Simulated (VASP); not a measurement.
# Be2C (Fm-3m) in VASP: notebook, part 2 of 2

VASP 6.6.1. The steps go on from the part before.

**3. Single point, PBE (volume scaled by 1.06)**

Input file INCAR:

```
SYSTEM = Be2C
PREC = Accurate
ENCUT = 600
EDIFF = 1E-6
ISMEAR = 0
SIGMA = 0.02
LREAL = .FALSE.
LASPH = .TRUE.
NELM = 120
ALGO = Normal
ISIF = 2
LWAVE = .FALSE.
LCHARG = .TRUE.
GGA = PE
LELF = .TRUE.
LVHAR = .TRUE.
NBANDS = 11
GGA_COMPAT = .FALSE.
```

Input file KPOINTS:

```
regular mesh
0
G
  12 12 12
  0 0 0
```

Input file POSCAR:

```
Be2C
1.0
    0.0000000000      2.2066869635      2.2066869635
    2.2066869635      0.0000000000      2.2066869635
    2.2066869635      2.2066869635      0.0000000000
Be C
2 1
Direct
    0.2500000000      0.2500000000      0.2500000000
    0.7500000000      0.7500000000      0.7500000000
    0.0000000000      0.0000000000      0.0000000000
```

Potentials or basis: VASP PAW PBE potentials, release 64 (Be, C).

On the command line:

```sh
> cat potpaw_PBE.64/Be/POTCAR potpaw_PBE.64/C/POTCAR > POTCAR
> mpirun -np 1 vasp_std > vasp.out
```

OUTCAR:

```text
SYSTEM = Be2C
   PREC = Accurate
   ENCUT = 600
   EDIFF = 1E-6
   ISMEAR = 0
   LREAL = .FALSE.
   LASPH = .TRUE.
   NELM = 120
   ISIF = 2
   GGA = PE

 ion  position               nearest neighbor table
   1  0.250  0.250  0.250-   3 1.91   3 1.91   3 1.91   3 1.91   2 2.21   2 2.21   2 2.21   2 2.21
                             2 2.21   2 2.21
   2  0.750  0.750  0.750-   3 1.91   3 1.91   3 1.91   3 1.91   1 2.21   1 2.21   1 2.21   1 2.21
                             1 2.21   1 2.21
   3  0.000  0.000  0.000-   2 1.91   2 1.91   2 1.91   1 1.91   2 1.91   1 1.91   1 1.91   1 1.91

  LATTYP: Found a face centered cubic cell.
 ALAT       =     4.4133739270

  Lattice vectors:

 A1 = (   0.0000000000,   2.2066869635,   2.2066869635)
 A2 = (   2.2066869635,   0.0000000000,   2.2066869635)
 A3 = (   2.2066869635,   2.2066869635,   0.0000000000)

Analysis of symmetry for initial positions (statically):
=====================================================================
 Subroutine PRICEL returns:
 Original cell was already a primitive cell.

 Routine SETGRP: Setting up the symmetry group for a
 face centered cubic supercell.

 Subroutine GETGRP returns: Found 48 space group operations
 (whereof 48 operations were pure point group operations)
 out of a pool of 48 trial point group operations.
[... 184 lines left out ...]
     10      19.9044      0.00000
     11      19.9044      0.00000
[... 309 lines left out ...]
 k-point    24 :      -0.4167    0.1667    0.0000
  band No.  band energies     occupation
      1      -4.4921      2.00000
      2      -0.7295      2.00000
      3       3.6903      2.00000
      4       4.7718      2.00000
      5      11.7329      0.00000
      6      13.7460      0.00000
      7      14.9509      0.00000
      8      17.4969      0.00000
      9      19.6229      0.00000
     10      19.8430      0.00000
     11      23.2811      0.00000

 [... further k-points ...]

------------------------ aborting loop because EDIFF is reached ----------------------------------------

  FORCE on cell =-STRESS in cart. coord.  units (eV):
  Direction    XX          YY          ZZ          XY          YZ          ZX
  --------------------------------------------------------------------------------------
  -------------------------------------------------------------------------------------
  Total       -1.3953897     -1.3953897     -1.3953897     -0.0000000      0.0000000      0.0000000
  in kB     -104.0288767   -104.0288767   -104.0288767     -0.0000000      0.0000000      0.0000000
  external PRESSURE =    -104.0288767 kB  Pullay stress =       0.0000000 kB

 VOLUME and BASIS-vectors are now :
 -----------------------------------------------------------------------------
  energy-cutoff  :      600.00
  volume of cell :       21.49
      direct lattice vectors                 reciprocal lattice vectors
     0.000000000  2.206686964  2.206686964    -0.226584019  0.226584019  0.226584019
     2.206686964  0.000000000  2.206686964     0.226584019 -0.226584019  0.226584019
     2.206686964  2.206686964  0.000000000     0.226584019  0.226584019 -0.226584019

 POSITION                                       TOTAL-FORCE (eV/Angst)
 -----------------------------------------------------------------------------------
      1.10334      1.10334      1.10334         0.000000      0.000000      0.000000
      3.31003      3.31003      3.31003        -0.000000     -0.000000     -0.000000
      0.00000      0.00000      0.00000        -0.000000      0.000000      0.000000
 -----------------------------------------------------------------------------------
    total drift:                               -0.000000     -0.000000      0.000000

  FREE ENERGIE OF THE ION-ELECTRON SYSTEM (eV)
  ---------------------------------------------------
  free  energy   TOTEN  =       -17.4176898428 eV

  energy  without entropy=      -17.4176898428  energy(sigma->0) =      -17.41768984
```

OSZICAR:

```text
N       E                     dE             d eps       ncg     rms          rms(c)
DAV:   1     0.579902299831E+01    0.57990E+01   -0.41524E+03  1584   0.732E+02
DAV:   2    -0.175560732622E+02   -0.23355E+02   -0.21660E+02  2096   0.124E+02
DAV:   3    -0.184546839437E+02   -0.89861E+00   -0.89464E+00  2095   0.196E+01
DAV:   4    -0.184600535904E+02   -0.53696E-02   -0.53684E-02  1883   0.173E+00
DAV:   5    -0.184600803856E+02   -0.26795E-04   -0.26795E-04  1985   0.110E-01    0.517E+00
DAV:   6    -0.174666662833E+02    0.99341E+00   -0.31565E+00  1665   0.825E+00    0.198E+00
DAV:   7    -0.174261194376E+02    0.40547E-01   -0.16151E-01  1912   0.277E+00    0.122E+00
DAV:   8    -0.174179148621E+02    0.82046E-02   -0.10854E-02  1689   0.114E+00    0.225E-01
DAV:   9    -0.174176911036E+02    0.22376E-03   -0.32452E-04  2004   0.108E-01    0.131E-01
DAV:  10    -0.174176902212E+02    0.88239E-06   -0.21193E-04  1869   0.923E-02    0.133E-02
DAV:  11    -0.174176899678E+02    0.25335E-06   -0.27932E-05  1840   0.272E-02    0.346E-03
DAV:  12    -0.174176898428E+02    0.12504E-06   -0.11749E-06  1045   0.750E-03
   1 F= -.17417690E+02 E0= -.17417690E+02  d E =-.124219E-15
```

Wall time 13 s (1 thread of Intel Xeon Platinum 8488C (Sapphire Rapids), shared host); peak memory 0.16 GiB.

What came out:

| Property | Result |
| --- | --- |
| Free energy | -17.4177 eV |
| Pressure | -10.4 GPa |
| Band gap on the k mesh | 1.13 eV, indirect (least direct gap 4.02 eV) |

Levels at points of the mesh, in eV from the valence-band top:
```tsv
k point	band 2	band 3	band 4	band 5	band 6	band 7
(0.00, 0.00, 0.00)	0.00	0.00	0.00	4.02	4.02	4.02
(0.50, 0.00, 0.00)	-8.37	-1.74	-1.74	4.89	4.89	6.40
(0.50, 0.50, 0.00)	-6.57	-4.50	-4.50	1.13	5.34	12.64
```

**4. Single point, PBE (volume scaled by 1.10)**

Input file INCAR:

```
PREC = Accurate ; ENCUT = 600
EDIFF = 1E-6 ; ISMEAR = 0
SIGMA = 0.02 ; LREAL = F
LASPH = T ; NELM = 120
ALGO = Normal ; ISIF = 2
LWAVE = F ; LCHARG = F
GGA = PE ; NBANDS = 11
GGA_COMPAT = F
```

Input file KPOINTS:

```
regular mesh
0
Gamma
  12 12 12
```

Input file POSCAR:

```
Be2C
1.0
    0.0000000000      2.2341020271      2.2341020271
    2.2341020271      0.0000000000      2.2341020271
    2.2341020271      2.2341020271      0.0000000000
Be C
2 1
Direct
    0.2500000000      0.2500000000      0.2500000000
    0.7500000000      0.7500000000      0.7500000000
    0.0000000000      0.0000000000      0.0000000000
```

Potentials or basis: VASP PAW PBE potentials, release 64 (Be, C).

On the command line:

```sh
> cat potpaw_PBE.64/Be/POTCAR potpaw_PBE.64/C/POTCAR > POTCAR
> mpirun -np 1 vasp_std > vasp.out
```

OUTCAR:

```text
PREC = Accurate
   ENCUT = 600
   EDIFF = 1E-6
   ISMEAR = 0
   LREAL = F
   LASPH = T
   NELM = 120
   ISIF = 2
   GGA = PE

 ion  position               nearest neighbor table
   1  0.250  0.250  0.250-   3 1.93   3 1.93   3 1.93   3 1.93   2 2.23   2 2.23   2 2.23   2 2.23
                             2 2.23   2 2.23
   2  0.750  0.750  0.750-   3 1.93   3 1.93   3 1.93   3 1.93   1 2.23   1 2.23   1 2.23   1 2.23
                             1 2.23   1 2.23
   3  0.000  0.000  0.000-   2 1.93   2 1.93   2 1.93   1 1.93   1 1.93   1 1.93   2 1.93   1 1.93

[... 533 lines left out ...]
  FORCE on cell =-STRESS in cart. coord.  units (eV):
  Direction    XX          YY          ZZ          XY          YZ          ZX
  --------------------------------------------------------------------------------------
  -------------------------------------------------------------------------------------
  Total       -2.2377513     -2.2377513     -2.2377513     -0.0000000     -0.0000000     -0.0000000
  in kB     -160.7619992   -160.7619992   -160.7619992     -0.0000000     -0.0000000     -0.0000000
  external PRESSURE =    -160.7619992 kB  Pullay stress =       0.0000000 kB

 VOLUME and BASIS-vectors are now :
 -----------------------------------------------------------------------------
  energy-cutoff  :      600.00
  volume of cell :       22.30
      direct lattice vectors                 reciprocal lattice vectors
     0.000000000  2.234102027  2.234102027    -0.223803566  0.223803566  0.223803566
     2.234102027  0.000000000  2.234102027     0.223803566 -0.223803566  0.223803566
     2.234102027  2.234102027  0.000000000     0.223803566  0.223803566 -0.223803566

 POSITION                                       TOTAL-FORCE (eV/Angst)
 -----------------------------------------------------------------------------------
      1.11705      1.11705      1.11705         0.000000      0.000000     -0.000000
      3.35115      3.35115      3.35115        -0.000000     -0.000000      0.000000
      0.00000      0.00000      0.00000         0.000000      0.000000      0.000000
 -----------------------------------------------------------------------------------
    total drift:                               -0.000000     -0.000000      0.000000

  FREE ENERGIE OF THE ION-ELECTRON SYSTEM (eV)
  ---------------------------------------------------
  free  energy   TOTEN  =       -17.3508799363 eV

  energy  without entropy=      -17.3508799363  energy(sigma->0) =      -17.35087994
```

stdout:

```text
POSCAR found type information on POSCAR BeC
 POSCAR found :  2 types and       3 ions
 scaLAPACK will be used
 LDA part: xc-table for (Slater+PW92), standard interpolation
 POSCAR, INCAR and KPOINTS ok, starting setup
 FFT: planning ... GRIDC
 FFT: planning ... GRID_SOFT
 FFT: planning ... GRID
 WAVECAR not read
 entering main loop
```

Run time: 13 s. Hardware: 1 thread of Intel Xeon Platinum 8488C (Sapphire Rapids), shared host; peak memory 0.16 GiB.

Results:

```yaml
Free_energy: -17.3509 eV
Pressure: -16.1 GPa
Band_gap_on_the_k_mesh: 1.11 eV, indirect (least direct gap 3.95 eV)
```

**5. Overview**

```csv
cell,gap on the mesh (eV),pressure (GPa)
"a = 3.091 Å, angles 60.0°, 3 atoms",1.15,-5.4
"a = 3.121 Å, angles 60.0°, 3 atoms",1.13,-10.4
"a = 3.159 Å, angles 60.0°, 3 atoms",1.11,-16.1
```

Alike in all rows: task single point; level PBE; potentials or basis VASP PAW PBE potentials, release 64 (Be, C); no spin polarisation; k mesh 12 × 12 × 12; cutoff (eV) 600; smearing gaussian 0.02 eV.

Absolute energies hang on the potentials; compare differences alone.
